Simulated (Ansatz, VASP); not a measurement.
## TiO2: VASP beside Ansatz

File POSCAR:

```
TiO2
1.0
    0.0000000000      2.3968026946      2.3968026946
    2.3968026946      0.0000000000      2.3968026946
    2.3968026946      2.3968026946      0.0000000000
Ti O
1 2
Direct
    0.0000000000      0.0000000000      0.0000000000
    0.2500000000      0.2500000000      0.2500000000
    0.7500000000      0.7500000000      0.7500000000
```

Contents of INCAR.step1:

```
PREC = Accurate
ENCUT = 600
ISMEAR = 0
SIGMA = 0.02
LREAL = F
LASPH = T
NELM = 100
GGA = PE
ALGO = Normal
EDIFF = 1E-4
LWAVE = T
LCHARG = F
```

INCAR.step2

```
PREC = Accurate
ENCUT = 600
EDIFF = 1E-6
ISMEAR = 0
SIGMA = 0.02
LREAL = F
LASPH = T
NELM = 100
ALGO = Normal
ISIF = 3
LWAVE = F
LCHARG = F
METAGGA = R2SCAN
LMIXTAU = T
IBRION = 2
NSW = 80
EDIFFG = -0.01
ISTART = 1
```

The input KPOINTS:

```
regular mesh
0
Gamma
  10 10 10
```

Input for Ansatz:

```yaml
crystal:
  lattice:
    - [0.0, 2.3968026916, 2.3968026916]
    - [2.3968026916, 0.0, 2.3968026916]
    - [2.3968026916, 2.3968026916, 0.0]
  atoms:
    - { symbol: Ti, position: [0.0, 0.0, 0.0] }
    - { symbol: O, position: [0.25, 0.25, 0.25] }
    - { symbol: O, position: [0.75, 0.75, 0.75] }
basis:
  ecutwfc: 500
kpoints:
  mp_grid: { grid: [10, 10, 10] }
hamiltonian:
  xc: r2scan
scf:
  occupations: { method: gaussian, width: 0.02 }
output:
  forces: true
  stress: true
  eigenvalues: true
relax:
  adjacent_minimum: "off"
  f_tol: 0.01
  max_steps: 60
  cell: { stress_tol: 0.1 }
```

Alike in both runs: task relaxation of cell and atoms; functional r2SCAN; k mesh 10 × 10 × 10; occupations gaussian, width 0.02 eV; no spin polarisation.

|  | VASP | Ansatz |
| --- | --- | --- |
| version | VASP 6.6.1 | Ansatz 0.2.0 |
| potentials or method | VASP PAW PBE potentials, release 64 (Ti_sv, O), cutoff 600 eV | scalar-relativistic, plane waves, PAW |
| valence electrons in the cell | 24 | 24 |

Ansatz gave:

* gap on the k mesh at the Fermi level, each at its own relaxed structure (eV): 1.51
* relaxed volume (Å³/atom): 9.18
* relaxed cell length with the largest relative difference (Å): 3.390

Problem. What did VASP give for the same quantities?

Solution. gap on the k mesh at the Fermi level, each at its own relaxed structure (eV): 1.54; relaxed volume (Å³/atom): 9.22; relaxed cell length with the largest relative difference (Å): 3.395.

VASP's potentials were made for PBE, not for r2SCAN.
